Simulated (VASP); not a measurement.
# AlB2N3 (P6_3/mmc) in VASP: further runs, part 2 of 2

VASP 6.6.1. Earlier steps stand in the parts before.

### 4 Relaxation of cell and atoms, PBE

Input file INCAR:

```
PREC = Accurate ; ENCUT = 600
EDIFF = 1E-6 ; ISMEAR = 0
SIGMA = 0.1 ; LREAL = F
LASPH = T ; NELM = 60
ALGO = Normal ; ISIF = 3
LWAVE = F ; LCHARG = F
GGA = PE ; IBRION = 2
NSW = 90 ; EDIFFG = -0.04
```

Input file KPOINTS:

```
regular mesh
0
Gamma
  6 6 1
```

Input file POSCAR:

```
AlB2N3
1.0
    2.5910515900      0.0000000000      0.0000000000
   -1.2955258000      2.2439165000      0.0000000000
    0.0000000000      0.0000000000     21.2967081200
Al B N
2 4 6
Direct
    0.0000000000      0.0000000000      0.2500000000
    0.0000000000      0.0000000000      0.7500000000
    0.0000000000      0.0000000000      0.9166666700
    0.0000000000      0.0000000000      0.5833333300
    0.0000000000      0.0000000000      0.0833333300
    0.0000000000      0.0000000000      0.4166666700
    0.6666666700      0.3333333300      0.7500000000
    0.6666666700      0.3333333300      0.0833333300
    0.6666666700      0.3333333300      0.4166666700
    0.3333333300      0.6666666700      0.9166666700
    0.3333333300      0.6666666700      0.2500000000
    0.3333333300      0.6666666700      0.5833333300
```

Potentials or basis: VASP PAW PBE potentials, release 64 (Al, B, N).

The run is started by

```sh
$ cat potpaw_PBE.64/Al/POTCAR potpaw_PBE.64/B/POTCAR potpaw_PBE.64/N/POTCAR > POTCAR
$ mpirun -np 1 vasp_std > vasp.out
```

OUTCAR:

```text
PREC = Accurate
   ENCUT = 600
   EDIFF = 1E-6
   ISMEAR = 0
   LREAL = F
   LASPH = T
   NELM = 60
   ISIF = 3
   GGA = PE
   IBRION = 2
   NSW = 90
   EDIFFG = -0.04

 ion  position               nearest neighbor table
   1  0.000  0.000  0.250-  11 1.50  11 1.50  11 1.50
   2  0.000  0.000  0.750-   7 1.50   7 1.50   7 1.50
   3  0.000  0.000  0.917-  10 1.50  10 1.50  10 1.50
   4  0.000  0.000  0.583-  12 1.50  12 1.50  12 1.50
   5  0.000  0.000  0.083-   8 1.50   8 1.50   8 1.50
   6  0.000  0.000  0.417-   9 1.50   9 1.50   9 1.50
   7  0.667  0.333  0.750-   2 1.50   2 1.50   2 1.50
   8  0.667  0.333  0.083-   5 1.50   5 1.50   5 1.50
   9  0.667  0.333  0.417-   6 1.50   6 1.50   6 1.50
  10  0.333  0.667  0.917-   3 1.50   3 1.50   3 1.50
  11  0.333  0.667  0.250-   1 1.50   1 1.50   1 1.50
  12  0.333  0.667  0.583-   4 1.50   4 1.50   4 1.50

  LATTYP: Found a hexagonal cell.
 ALAT       =     2.5910515900
 C/A-ratio  =     8.2193300211

  Lattice vectors:

 A1 = (   2.5910515900,   0.0000000000,   0.0000000000)
 A2 = (  -1.2955258000,   2.2439165000,   0.0000000000)
 A3 = (   0.0000000000,   0.0000000000,  21.2967081200)

Analysis of symmetry for initial positions (statically):
=====================================================================
 Subroutine PRICEL returns:
 Original cell was already a primitive cell.

 Routine SETGRP: Setting up the symmetry group for a
 hexagonal supercell.
[... 183 lines left out ...]
  external PRESSURE =     470.6821724 kB  Pullay stress =       0.0000000 kB
[... 119 lines left out ...]
  FREE ENERGIE OF THE ION-ELECTRON SYSTEM (eV)
  ---------------------------------------------------
  free  energy   TOTEN  =       -90.0299446257 eV

  energy  without entropy=      -90.0299446257  energy(sigma->0) =      -90.02994463

 E-fermi :   2.5108     XC(G=0):  -9.1823

 val. band max:        2.0572284605   @ k =   0.3333   0.3333   0.0000
 cond. band min:       4.6552176888   @ k =   0.3333   0.3333   0.0000
 fundamental gap:      2.5979892283
 Fermi energy:         2.5108476693

 k-point     1 :       0.0000    0.0000    0.0000
  band No.  band energies     occupation
      1     -14.7634      2.00000
      2     -14.7621      2.00000
      3     -14.6822      2.00000
      4     -14.6808      2.00000
      5     -12.5485      2.00000
      6     -12.5482      2.00000
[... 227 lines left out ...]
     30      10.1064      0.00000
     31      11.0660      0.00000

[... ionic steps 4 to 8 ...]

--------------------------------------- Ionic step        9  -------------------------------------------

 number of electron      48.0000005 magnetization

------------------------ aborting loop because EDIFF is reached ----------------------------------------
[... 87 lines left out ...]
--------------------------------------- Ionic step       11  -------------------------------------------

 number of electron      47.9999998 magnetization

 Free energy of the ion-electron system (eV)
  ---------------------------------------------------
  ext. energy  EPLUGINS =         0.00000000
  ---------------------------------------------------
  free energy    TOTEN  =       -90.14765677 eV

  energy without entropy =      -90.14765677  energy(sigma->0) =      -90.14765677

 E-fermi :   1.8741     XC(G=0):  -8.5928

 val. band max:        1.3816330348   @ k =   0.3333   0.3333   0.0000
 cond. band min:       4.2167054387   @ k =   0.3333   0.3333   0.0000
 fundamental gap:      2.8350724038
 Fermi energy:         1.8741141742

 k-point     1 :       0.0000    0.0000    0.0000
  band No.  band energies     occupation
      1     -15.4069      2.00000
      2     -15.4067      2.00000
      3     -15.3697      2.00000
      4     -15.3694      2.00000
      5     -13.2347      2.00000
      6     -13.2347      2.00000
[... 266 lines left out ...]
  FREE ENERGIE OF THE ION-ELECTRON SYSTEM (eV)
  ---------------------------------------------------
  free  energy   TOTEN  =       -90.1476567731 eV

  energy  without entropy=      -90.1476567731  energy(sigma->0) =      -90.14765677

 reached required accuracy - stopping structural energy minimisation
```

OSZICAR:

```text
N       E                     dE             d eps       ncg     rms          rms(c)
DAV:   1     0.300620319656E+03    0.30062E+03   -0.25891E+04   434   0.158E+03
DAV:   2    -0.822970815891E+02   -0.38292E+03   -0.36654E+03   577   0.346E+02
DAV:   3    -0.107423883241E+03   -0.25127E+02   -0.24924E+02   525   0.978E+01
[... 115 lines left out ...]
DAV:   4    -0.901481350816E+02    0.28760E-02   -0.61191E-03   548   0.398E-01    0.102E-01
DAV:   5    -0.901476548496E+02    0.48023E-03   -0.17969E-03   504   0.200E-01    0.462E-02
DAV:   6    -0.901476536800E+02    0.11696E-05   -0.11106E-04   518   0.695E-02    0.165E-02
DAV:   7    -0.901476571159E+02   -0.34360E-05   -0.26503E-05   540   0.295E-02    0.498E-03
DAV:   8    -0.901476567731E+02    0.34285E-06   -0.20467E-06   436   0.768E-03
  11 F= -.90147657E+02 E0= -.90147657E+02  d E =-.139357E-01
```

Wall time 2.5 min (1 thread of Intel Xeon 6975P-C (Granite Rapids), shared host); peak memory 0.32 GiB.

Results:

| Item | Value |
| --- | --- |
| Free energy | -90.1477 eV |
| Relaxed volume | 13.25 Å³/atom |
| Relaxed cell | a = 2.770 Å, b = 2.770 Å, c = 23.924 Å, α = 90.00°, β = 90.00°, γ = 120.00° |
| Space group after relaxing (to 0.05 Å) | P6_3/mmc (No. 194) |
| Energy gained by relaxing | 290.7 meV/atom |
| Ionic steps | 11 |
| Pressure after relaxing | 0.1 GPa |
| Largest force after relaxing | 0.004 eV/Å |
| Band gap on the k mesh | 2.84 eV, direct |

Forces in eV/Å, atoms in the order of the input:
```
Al   0.000  0.000  0.000
Al   0.000  0.000  0.000
B    0.000  0.000  0.004
B    0.000  0.000 -0.004
B    0.000  0.000 -0.004
B    0.000  0.000  0.004
N    0.000  0.000  0.000
N    0.000  0.000  0.002
N    0.000  0.000 -0.002
N    0.000  0.000 -0.002
N    0.000  0.000  0.000
N    0.000  0.000  0.002
```

The path:
```csv
step,energy change (eV),largest force (eV/Å),pressure (GPa),volume (Å³)
1,0.0000,0.0235,47.07,123.82
2,5.6679,0.0091,-35.57,184.26
3,-3.3710,0.0190,-3.41,144.00
4,-3.4110,0.0193,-0.26,142.15
5,-3.4124,0.0193,0.49,141.73
6,-3.4183,0.0102,0.46,142.38
7,-3.4339,0.0439,0.39,144.34
8,-3.4565,0.1141,0.26,148.24
9,-3.4748,0.2644,0.06,156.06
10,-3.4809,0.1944,0.06,156.85
11,-3.4887,0.0043,0.06,158.97
```

Final structure:
```cif
data_structure
_symmetry_space_group_name_H-M 'P 1'
_symmetry_Int_Tables_number 1
_cell_length_a 2.7699
_cell_length_b 2.7699
_cell_length_c 23.9239
_cell_angle_alpha 90.000
_cell_angle_beta 90.000
_cell_angle_gamma 120.000
_cell_volume 158.97
loop_
_atom_site_label
_atom_site_type_symbol
_atom_site_fract_x
_atom_site_fract_y
_atom_site_fract_z
_atom_site_occupancy
Al1 Al 0.00000 0.00000 0.25000 1
Al2 Al 0.00000 0.00000 0.75000 1
B1 B 0.00000 0.00000 0.91711 1
B2 B 0.00000 0.00000 0.58289 1
B3 B 0.00000 0.00000 0.08289 1
B4 B 0.00000 0.00000 0.41711 1
N1 N 0.66667 0.33333 0.75000 1
N2 N 0.66667 0.33333 0.08286 1
N3 N 0.66667 0.33333 0.41714 1
N4 N 0.33333 0.66667 0.91714 1
N5 N 0.33333 0.66667 0.25000 1
N6 N 0.33333 0.66667 0.58286 1
```

Caveat: the k points lie up to 0.44 Å⁻¹ apart in the final cell; the volume moved by over 15 % at a fixed basis, so the end points are rough.

### 5 Single point, PBE

This run uses another cell than the first one, of 14.36 Å³/atom, 1.392 times its volume.

Input file INCAR:

```
SYSTEM = AlB2N3
ALGO = Normal ; EDIFF = 1E-6
ENCUT = 520 ; GGA = PE
ISIF = 2 ; ISMEAR = 0
LASPH = .TRUE. ; LCHARG = .TRUE.
LELF = .TRUE. ; LREAL = .FALSE.
LVHAR = .TRUE. ; LWAVE = .FALSE.
NBANDS = 36 ; NELM = 80
PREC = Accurate ; SIGMA = 0.02
```

Input file KPOINTS:

```
k-points
0
G
  12 12 1
  0 0 0
```

Input file POSCAR:

```
AlB2N3
1.0
    2.7680436653      0.0000000000      0.0000000000
   -1.3840218327      2.3971961330      0.0000000000
    0.0000000000      0.0000000000     25.9774524088
Al B N
2 4 6
Direct
    0.0000000000      0.0000000000      0.2500000000
    0.0000000000      0.0000000000      0.7500000000
    0.0000000000      0.0000000000      0.9174484628
    0.0000000000      0.0000000000      0.5825515372
    0.0000000000      0.0000000000      0.0825515372
    0.0000000000      0.0000000000      0.4174484628
    0.6666666667      0.3333333333      0.7500000000
    0.6666666667      0.3333333333      0.0825486162
    0.6666666667      0.3333333333      0.4174513838
    0.3333333333      0.6666666667      0.9174513838
    0.3333333333      0.6666666667      0.2500000000
    0.3333333333      0.6666666667      0.5825486162
```

The run is started by

```sh
$ cat potpaw_PBE.64/Al/POTCAR potpaw_PBE.64/B/POTCAR potpaw_PBE.64/N/POTCAR > POTCAR
$ mpirun -np 1 vasp_std > vasp.out
```

It took 70 s on 1 thread of Intel Xeon 6975P-C (Granite Rapids), shared host; peak memory 0.36 GiB.

The run converged. Its results:

```
Free energy            : -90.1852 eV
Pressure               : 0.3 GPa
Band gap on the k mesh : 2.97 eV, direct
```

Stress tensor (GPa, compression positive):
```
 0.50  0.00  0.00
 0.00  0.50  0.00
 0.00  0.00 -0.03
```

Levels at points of the mesh, in eV from the valence-band top:
```
           k point  band 21  band 22  band 23  band 24  band 25  band 26  band 27  band 28
(0.00, 0.00, 0.00)    -0.13    -0.13    -0.13    -0.13     3.15     3.54     3.85     4.96
(0.50, 0.00, 0.00)    -0.79    -0.79    -0.41    -0.41     3.24     3.25     3.46     3.46
```

A k mesh can miss the band edges. PBE gaps usually lie below the measured ones, often by a third to a half.

### 6 Single point, PBE

This run uses another cell than the first one, of 14.36 Å³/atom, 1.392 times its volume.

Input file INCAR:

```
PREC = Accurate
ENCUT = 520
EDIFF = 1E-6
ISMEAR = 0
SIGMA = 0.02
LREAL = False
LASPH = True
NELM = 60
ALGO = Normal
ISIF = 2
LWAVE = False
LCHARG = True
GGA = PE
LELF = True
LVHAR = True
NBANDS = 36
```

Input file KPOINTS:

```
regular mesh
0
Gamma
  12 12 1
```

POSCAR is that of step 5.

Potentials or basis: VASP PAW PBE potentials, release 64 (Al, B, N).

The run is started by

```sh
$ cat potpaw_PBE.64/Al/POTCAR potpaw_PBE.64/B/POTCAR potpaw_PBE.64/N/POTCAR > POTCAR
$ mpirun -np 1 vasp_std > vasp.out
```

Run time: 64 s. Hardware: 1 thread of Intel Xeon 6975P-C (Granite Rapids), shared host; peak memory 0.36 GiB.

Results (log left out):

- Free energy: -90.1852 eV
- Pressure: 0.3 GPa
- Band gap on the k mesh: 2.97 eV, direct

Stress tensor (GPa, compression positive):
```
 0.50  0.00  0.00
 0.00  0.50  0.00
 0.00  0.00 -0.03
```

Levels at points of the mesh, in eV from the valence-band top:
```
           k point  band 22  band 23  band 24  band 25  band 26  band 27
(0.00, 0.00, 0.00)    -0.13    -0.13    -0.13     3.15     3.54     3.85
(0.50, 0.00, 0.00)    -0.79    -0.41    -0.41     3.24     3.25     3.46
```

A k mesh can miss the band edges. Expect the measured gap to be larger: semilocal functionals such as PBE lack the derivative discontinuity.

### 7 Summary

| task | cell | k mesh | cutoff (eV) | smearing | gap on the mesh (eV) | pressure (GPa) | largest force (eV/Å) |
| --- | --- | --- | --- | --- | --- | --- | --- |
| single point | a = 2.591, b = 2.591, c = 21.297 Å, angles 90.0, 90.0, 120.0°, 12 atoms | 6 × 6 × 1 | 520 | gaussian 0.1 eV | 2.88 | 47.2 | 0.02 |
| single point | a = 2.768, b = 2.768, c = 24.268 Å, angles 90.0, 90.0, 120.0°, 12 atoms | 6 × 6 × 1 | 520 | gaussian 0.1 eV | 2.85 | 0.4 | 0.01 |
| relaxation of cell and atoms | relaxed from a = 2.591, b = 2.591, c = 21.297 Å, angles 90.0, 90.0, 120.0°, 12 atoms | 6 × 6 × 1 | 600 | gaussian 0.1 eV | 2.84 | 0.1 | - |
| single point | a = 2.768, b = 2.768, c = 25.977 Å, angles 90.0, 90.0, 120.0°, 12 atoms | 12 × 12 × 1 | 520 | gaussian 0.02 eV | 2.97 | 0.3 | - |

Alike in all rows: level PBE; potentials or basis VASP PAW PBE potentials, release 64 (Al, B, N); no spin polarisation.

Caveats: some runs use coarse meshes; the volume moved by over 15 % at a fixed basis, so the end points are rough (some runs).

Absolute energies hang on the potentials; compare differences alone.
